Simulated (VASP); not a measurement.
# Ta in VASP: a series of runs

Aim: see how the results for Ta move with the level of theory and the settings. Levels: PBE, PBE0, rSCAN, BLYP+D4. Tasks: single point.

All numbers are computed with VASP 6.6.1; they aren't measurements. Logs are shortened: lines on timing, memory, paths and dates and some standing lists are left out, and cuts for length are marked.

## (1) The cell of the first run

Symmetry: I4/mmm, No. 139, tetragonal system. Conventional cell: a = 3.303 Å, b = 3.303 Å, c = 3.270 Å, α = 90.00°, β = 90.00°, γ = 90.00°. Ta (site symmetry 4/mmm) has 14 Ta at 2.85 to 3.30 Å within 3.8 Å.

## (2) Single point, PBE, non-collinear spin, zero start, spin-orbit coupling (cell strained by -1.0% along z)

Contents of INCAR:

```
SYSTEM = Ta
GGA      = PE             ! functional
LSORBIT  = .True.         ! spin-orbit coupling
MAGMOM   = 0 0 0          ! initial moments
LORBIT   = 11             ! projections on sites
ISMEAR   = 2              ! smearing method
SIGMA    = 0.05           ! smearing width, eV
LWAVE    = .False.        ! write WAVECAR
LCHARG   = .False.        ! write CHGCAR
ISIF     = 2              ! what is computed and relaxed
PREC     = Accurate       ! precision mode
LASPH    = .True.         ! aspherical terms in the spheres
LREAL    = .False.        ! projectors in reciprocal space
ALGO     = Normal         ! electronic algorithm
EDIFF    = 1E-6           ! SCF threshold, eV
NELM     = 200            ! most SCF steps
GGA_COMPAT= .False.      
ENCUT    = 550            ! plane-wave cutoff, eV
LMAXMIX  = 4              ! l up to which the mixer works
NBANDS   = 47             ! bands
ADDGRID  = .False.
```

Contents of KPOINTS:

```
Automatic mesh
0
Gamma
  22 22 22
  0 0 0
```

Contents of POSCAR:

```
Ta
1.0
   -1.6512800000      1.6512800000      1.6347672000
    1.6512800000     -1.6512800000      1.6347672000
    1.6512800000      1.6512800000     -1.6347672000
Ta
1
Direct
    0.0000000000      0.0000000000      0.0000000000
```

Potentials or basis: VASP PAW PBE potentials, release 64 (Ta_pv).

Run with:

```sh
$ cat potpaw_PBE.64/Ta_pv/POTCAR > POTCAR
$ mpirun -np 1 vasp_ncl > vasp.out
```

OUTCAR:

```text
SYSTEM = Ta
   GGA = PE
   LSORBIT = .True.
   LORBIT = 11
   ISMEAR = 2
   ISIF = 2
   PREC = Accurate
   LASPH = .True.
   LREAL = .False.
   EDIFF = 1E-6
   NELM = 200
   ENCUT = 550

 ion  position               nearest neighbor table
   1  0.000  0.000  0.000-

  LATTYP: Found a body centered tetragonal cell.
 ALAT       =     3.3025600000
 C/A-ratio  =     0.9900000000

  Lattice vectors:

 A1 = (  -1.6512800000,   1.6512800000,   1.6347672000)
 A2 = (   1.6512800000,  -1.6512800000,   1.6347672000)
 A3 = (   1.6512800000,   1.6512800000,  -1.6347672000)

Analysis of symmetry for initial positions (statically):
=====================================================================
 Subroutine PRICEL returns:
 Original cell was already a primitive cell.

 Routine SETGRP: Setting up the symmetry group for a
 body centered tetragonal supercell.

 Subroutine GETGRP returns: Found 16 space group operations
 (whereof 16 operations were pure point group operations)
 out of a pool of 16 trial point group operations.

The static configuration has the point symmetry D_4h.

Analysis of symmetry for dynamics (positions and initial velocities):
=====================================================================
 Subroutine PRICEL returns:
 Original cell was already a primitive cell.

 Routine SETGRP: Setting up the symmetry group for a
 body centered tetragonal supercell.

 Subroutine GETGRP returns: Found 16 space group operations
 (whereof 16 operations were pure point group operations)
 out of a pool of 16 trial point group operations.

The dynamic configuration has the point symmetry D_4h.

Analysis of structural, dynamic, and magnetic symmetry:
=====================================================================
 Subroutine PRICEL returns:
 Original cell was already a primitive cell.

 Routine SETGRP: Setting up the symmetry group for a
 body centered tetragonal supercell.

 Subroutine GETGRP returns: Found 16 space group operations
 (whereof 16 operations were pure point group operations)
 out of a pool of 16 trial point group operations.

The overall configuration has the point symmetry D_4h.

 Subroutine INISYM returns: Found 16 space group operations
 (whereof 16 operations are pure point group operations),
 and found     1 'primitive' translations

----------------------------------------------------------------------------------------

                                     Primitive cell

  volume of cell :      17.8302

  direct lattice vectors                    reciprocal lattice vectors
    -1.651280000  1.651280000  1.634767200     0.000000000  0.302795407  0.305853947
     1.651280000 -1.651280000  1.634767200     0.302795407  0.000000000  0.305853947
     1.651280000  1.651280000 -1.634767200     0.302795407  0.302795407  0.000000000

  length of vectors
     2.850599073  2.850599073  2.850599073     0.430385519  0.430385519  0.428217371

  position of ions in fractional coordinates (direct lattice)
     0.000000000  0.000000000  0.000000000

  ion indices of the primitive-cell ions
   primitive index   ion index
                 1           1

----------------------------------------------------------------------------------------

 KPOINTS: Automatic mesh

Automatic generation of k-mesh.
 Grid dimensions read from file:
 generate k-points for:   22   22   22

 Generating k-lattice:

  Cartesian coordinates                     Fractional coordinates (reciprocal lattice)
     0.000000000  0.013763428  0.013902452     0.045454545  0.000000000  0.000000000
     0.013763428  0.000000000  0.013902452     0.000000000  0.045454545  0.000000000
     0.013763428  0.013763428  0.000000000     0.000000000  0.000000000  0.045454545

  Length of vectors
     0.019562978  0.019562978  0.019464426

  Shift w.r.t. Gamma in fractional coordinates (k-lattice)
     0.000000000  0.000000000  0.000000000

 Subroutine IBZKPT returns following result:
 ===========================================

 Found    834 irreducible k-points:

 Following reciprocal coordinates:
            Coordinates               Weight
  0.000000  0.000000  0.000000      1.000000
  0.045455  0.000000 -0.000000      8.000000
  0.090909  0.000000 -0.000000      8.000000
  0.136364  0.000000  0.000000      8.000000
  0.181818  0.000000 -0.000000      8.000000
  0.227273 -0.000000  0.000000      8.000000
[... 16 lines left out ...]
  0.500000  0.045455 -0.000000     16.000000
 -0.454545  0.045455 -0.000000     16.000000
 [... further k-points ...]
   k-points           NKPTS =    834   k-points in BZ     NKDIM =    834   number of bands    NBANDS=     47
   number of dos      NEDOS =    301   number of ions     NIONS =      1
   total plane-waves  NPLWV =  13824
   dimension x,y,z NGX =    24 NGY =   24 NGZ =   24
   dimension x,y,z NGXF=    48 NGYF=   48 NGZF=   48
   ions per type =               1
   NGX,Y,Z   is equivalent  to a cutoff of  14.00, 14.00, 14.00 a.u.
   NGXF,Y,Z  is equivalent  to a cutoff of  27.99, 27.99, 27.99 a.u.
 SYSTEM =  Ta
   PREC   = accura    normal or accurate (medium, high low for compatibility)
   ISTART =      0    job   : 0-new  1-cont  2-samecut
   ICHARG =      2    charge: 1-file 2-atom 10-const
   ISPIN  =      1    spin polarized calculation?
   LNONCOLLINEAR =      T non collinear calculations
   LSORBIT =      T    spin-orbit coupling
   LASPH  =      T    aspherical Exc in radial PAW
   ENCUT  =  550.0 eV  40.42 Ry    6.36 a.u.   5.45  5.45  5.45*2*pi/ulx,y,z
   NELM   =    200;   NELMIN=  2; NELMDL= -5     # of ELM steps
   EDIFF  = 0.1E-05   stopping-criterion for ELM
   LREAL  =      F    real-space projection
   EDIFFG = 0.1E-04   stopping-criterion for IOM
   NSW    =      0    number of steps for IOM
   IBRION =     -1    ionic relax: 0-MD 1-quasi-New 2-CG
   NFREE  =      0    steps in history (QN), initial steepest desc. (CG)
   ISIF   =      2    stress and relaxation
   ISYM   =      2    0-nonsym 1-usesym 2-fastsym
   POTIM  = 0.5000    time-step for ionic-motion
   TEBEG  =    0.0;   TEEND  =   0.0 temperature during run

   SCALEE = 1.0000    scale energy and forces
   PSTRESS=    0.0 pullay stress
   NELECT =      11.0000    total number of electrons
   NUPDOWN=      -1.0000    fix difference up-down
   EMIN   =  10.00;   EMAX   =-10.00  energy-range for DOS
   EFERMI =   0.00;   METHOD = LEGACY
   ISMEAR =     2;   SIGMA  =   0.05  broadening in eV -4-tet -1-fermi 0-gaus
   EFERMI_NEDOS =   21; number of points for ismear=-14 and -15
   IALGO  =     38    algorithm
   IMIX   =      4    mixing-type and parameters
     AMIX     =   0.40;   BMIX     =  1.00
     AMIX_MAG =   1.60;   BMIX_MAG =  1.00
  volume/ion in A,a.u.               =      17.83       120.32
  Fermi-wavevector in a.u.,A,eV,Ry     =   1.393649  2.633614 26.426002  1.942256
  Thomas-Fermi vector in A             =   2.517274
   LORBIT       =     11    0 simple, 1 ext, 2 COOP (PROOUT), +10 PAW based schemes
   GGA     = PE    functional components
   LHFCALC =     F    Hartree Fock is set to
   AEXX    =    0.0000 exact exchange contribution
   IVDW    =     0    specifies the selected vdW correction
   LEPSILON=     F    determine dielectric tensor
   LRPA    =     F    only Hartree local field effects (RPA)

   CSHIFT  =0.1000    complex shift for real part using Kramers Kronig

   OMEGAMAX=  -1.0    maximum frequency
 Methfessel and Paxton  Order N= 2 SIGMA  =   0.05
  energy-cutoff  :      550.00
  volume of cell :       17.83
 maximum number of plane-waves:      1080
 NGX is ok and might be reduce to    24
   NGX = 11   NGY = 11   NGZ = 11

 number of electron      11.0000002 magnetization       0.0000000     -0.0000000     -0.0000000

 number of electron      11.0000002 magnetization      -0.0000000      0.0000000      0.0000000

 number of electron      11.0000002 magnetization       0.0000000      0.0000000      0.0000000

 Free energy of the ion-electron system (eV)
  ---------------------------------------------------
  ext. energy  EPLUGINS =         0.00000000
  ---------------------------------------------------
  free energy    TOTEN  =       -12.51743250 eV

  energy without entropy =      -12.51739405  energy(sigma->0) =      -12.51742289

 E-fermi :   5.5505     XC(G=0): -12.6696

 val. band max:        5.5494956052   @ k =  -0.2273   0.3182   0.0909
 cond. band min:       5.5506252202   @ k =  -0.4091   0.0909  -0.0000
 fundamental gap:      0.0011296150
 Fermi energy:         5.5505432667

 k-point     1 :       0.0000    0.0000    0.0000
  band No.  band energies     occupation
      1     -32.9465      1.00000
      2     -32.9465      1.00000
      3     -24.8882      1.00000
      4     -24.8882      1.00000
      5     -24.8870      1.00000
      6     -24.8870      1.00000
[... 613 lines left out ...]
     22      18.2359      0.00000
     23      20.2575      0.00000

 [... further k-points ...]

 [bands above 23 left out]

------------------------ aborting loop because EDIFF is reached ----------------------------------------

  FORCE on cell =-STRESS in cart. coord.  units (eV):
  Direction    XX          YY          ZZ          XY          YZ          ZX
  --------------------------------------------------------------------------------------
  -------------------------------------------------------------------------------------
  Total        0.5198009      0.5198009      0.6310320      0.0000000      0.0000000      0.0000000
  in kB       46.7078953     46.7078953     56.7028164      0.0000000      0.0000000      0.0000000
  external PRESSURE =      50.0395357 kB  Pullay stress =       0.0000000 kB

 VOLUME and BASIS-vectors are now :
 -----------------------------------------------------------------------------
  energy-cutoff  :      550.00
  volume of cell :       17.83
      direct lattice vectors                 reciprocal lattice vectors
    -1.651280000  1.651280000  1.634767200     0.000000000  0.302795407  0.305853947
     1.651280000 -1.651280000  1.634767200     0.302795407  0.000000000  0.305853947
     1.651280000  1.651280000 -1.634767200     0.302795407  0.302795407  0.000000000

 POSITION                                       TOTAL-FORCE (eV/Angst)
 -----------------------------------------------------------------------------------
      0.00000      0.00000      0.00000         0.000000     -0.000000     -0.000000
 -----------------------------------------------------------------------------------
    total drift:                                0.000000      0.000000      0.000000

  FREE ENERGIE OF THE ION-ELECTRON SYSTEM (eV)
  ---------------------------------------------------
  free  energy   TOTEN  =       -12.5174324997 eV

  energy  without entropy=      -12.5173940505  energy(sigma->0) =      -12.51742289

 Spin-Orbit-Coupling matrix elements

 Ion:    1  E_soc:     -1.4134003
 l=   1
     0.0000000    -0.2145597    -0.2145124
    -0.2145597     0.0000000    -0.2145597
    -0.2145124    -0.2145597     0.0000000
 l=   2
     0.0000000    -0.0053253     0.0000000    -0.0053253    -0.0157556
    -0.0053253     0.0000000    -0.0118130    -0.0052539    -0.0038910
     0.0000000    -0.0118130     0.0000000    -0.0118130     0.0000000
    -0.0053253    -0.0052539    -0.0118130     0.0000000    -0.0038910
    -0.0157556    -0.0038910     0.0000000    -0.0038910     0.0000000
 l=   3
     0.0000000     0.0000000     0.0000000     0.0000000     0.0000000     0.0000000     0.0000000
     0.0000000     0.0000000     0.0000000     0.0000000     0.0000000     0.0000000     0.0000000
     0.0000000     0.0000000     0.0000000     0.0000000     0.0000000     0.0000000     0.0000000
     0.0000000     0.0000000     0.0000000     0.0000000     0.0000000     0.0000000     0.0000000
     0.0000000     0.0000000     0.0000000     0.0000000     0.0000000     0.0000000     0.0000000
     0.0000000     0.0000000     0.0000000     0.0000000     0.0000000     0.0000000     0.0000000
     0.0000000     0.0000000     0.0000000     0.0000000     0.0000000     0.0000000     0.0000000

 total charge

# of ion       s       p       d       tot
------------------------------------------
    1        0.373   6.170   2.421   8.964

 magnetization (x)

# of ion       s       p       d       tot
------------------------------------------
    1        0.000  -0.000  -0.000  -0.000

 magnetization (y)

# of ion       s       p       d       tot
------------------------------------------
    1       -0.000   0.000   0.000   0.000

 magnetization (z)

# of ion       s       p       d       tot
------------------------------------------
    1        0.000  -0.000  -0.000  -0.000
```

It took 19 min on 1 thread of Intel Xeon Platinum 8488C (Sapphire Rapids), shared host; peak memory 0.92 GiB.

What came out:

* Free energy: -12.5174 eV
* Pressure: 5.0 GPa
* Net moment: 0.00 μB per cell
* Valence electrons inside the program's atomic spheres: Ta 8.96

Stress tensor (GPa, compression positive):
```
4.67 0.00 0.00
0.00 4.67 0.00
0.00 0.00 5.67
```

Moments on the atoms (μB; x, y, z):
```
Ta  0.00 0.00 0.00
```

Caveat: the cell differs from its parent crystal (cell strained by -1.0% along z); the cell stands under pressure.

## (3) Single point, PBE0

This run uses another cell than the first one, of 18.01 Å³/atom.

Contents of POSCAR:

```
Ta
1.0
   -1.6512800000      1.6512800000      1.6512800000
    1.6512800000     -1.6512800000      1.6512800000
    1.6512800000      1.6512800000     -1.6512800000
Ta
1
Direct
    0.0000000000      0.0000000000      0.0000000000
```

Contents of INCAR.step1:

```
SYSTEM = Ta
PREC = Accurate
ENCUT = 400
EDIFF = 1E-5
ISMEAR = -1
SIGMA = 0.15
LREAL = .FALSE.
LASPH = .TRUE.
NELM = 120
ALGO = Normal
ISIF = 2
LWAVE = .TRUE.
LCHARG = .FALSE.
GGA = PE
NBANDS = 12
GGA_COMPAT = .FALSE.
```

Contents of INCAR.step2:

```
SYSTEM = Ta
PREC = Accurate
ENCUT = 400
EDIFF = 1E-6
ISMEAR = -1
SIGMA = 0.15
LREAL = .FALSE.
LASPH = .TRUE.
NELM = 120
ALGO = Normal
ISIF = 2
LWAVE = .FALSE.
LCHARG = .FALSE.
GGA = PE
LHFCALC = .TRUE.
AEXX = 0.25
PRECFOCK = Normal
ISTART = 1
NBANDS = 12
GGA_COMPAT = .FALSE.
```

Contents of KPOINTS:

```
Automatic mesh
0
G
  8 8 8
  0 0 0
```

Potentials or basis: VASP PAW PBE potentials, release 64 (Ta_sv_GW).

Run with:

```sh
$ cat potpaw_PBE.64/Ta_sv_GW/POTCAR > POTCAR
$ cp INCAR.step1 INCAR
$ mpirun -np 1 vasp_std > vasp.out
$ cp INCAR.step2 INCAR
$ mpirun -np 1 vasp_std > vasp.out
```

It took 20 min on 1 thread of AMD EPYC 9R45 (Zen 5), shared host; peak memory 0.11 GiB.

Results (log left out):

```yaml
Free_energy: -16.7191 eV
Pressure: -5.5 GPa
Band_gap_on_the_k_mesh: zero (an odd number of electrons rules out a gap without spin polarisation)
```

Levels at points of the mesh, in eV from the Fermi level:
```csv
k point,band 3,band 4,band 5,band 6,band 7,band 8,band 9,band 10
"(0.00, 0.00, 0.00)",-35.82,-35.82,-9.45,1.51,1.51,1.51,5.23,5.23
"(0.50, 0.00, 0.00)",-36.23,-35.82,-5.44,-2.17,1.80,5.10,6.17,9.16
"(0.50, 0.50, 0.50)",-36.72,-36.72,-4.77,-4.77,8.14,8.14,8.14,9.75
```

Caveat: the cell stands under tension; the PAW data sets were made with another functional, which shifts forces and pressure a little; spin-orbit coupling is left out, which moves the levels of the heavy elements.

[end of part 1 of 2]

The gap in the log of VASP goes by the Fermi energy; the results here count the filled bands.